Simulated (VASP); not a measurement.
A run of VASP 6.6.1 is set up as follows.

INCAR

```
SYSTEM = TiAl3
PREC = Accurate
ENCUT = 520
EDIFF = 1E-6
ISMEAR = 0
SIGMA = 0.1
LREAL = .False.
LASPH = .True.
NELM = 60
ALGO = Fast
ISIF = 2
LWAVE = .False.
LCHARG = .False.
GGA = CA
NBANDS = 18
```

File KPOINTS:

```
Automatic mesh
0
Gamma
  14 10 10
  0 0 0
```

File POSCAR:

```
TiAl3
1.0
    2.8396770000      0.0000000000      0.0000000000
    0.0000000000      4.6812640000      0.0000000000
    0.0000000000      0.0000000000      4.9007420000
Ti Al
1 3
Direct
    0.0000000000      0.5000000000      0.1659160000
    0.5000000000      0.5000000000      0.6672710000
    0.5000000000      0.0000000000      0.3309120000
    0.0000000000      0.0000000000      0.8359000000
```

Potentials or basis: VASP PAW LDA potentials, release 64 (Ti_sv, Al).

Command:

```sh
$ cat potpaw_LDA.64/Ti_sv/POTCAR potpaw_LDA.64/Al/POTCAR > POTCAR
$ mpirun -np 1 vasp_std > vasp.out
```

Problem. What does it give for the largest force?

Solution. 0.085 eV/Å.

Problem. What does it give for the band gap on the k mesh?

Solution. Zero (an odd number of electrons rules out a gap without spin polarisation).

Problem. What does it give for the pressure?

Solution. -5.0 GPa.

Stress tensor (GPa, compression positive):
```
-6.38  0.00  0.00
 0.00 -4.23  0.00
 0.00  0.00 -4.39
```

Caveat: the cell stands under tension.
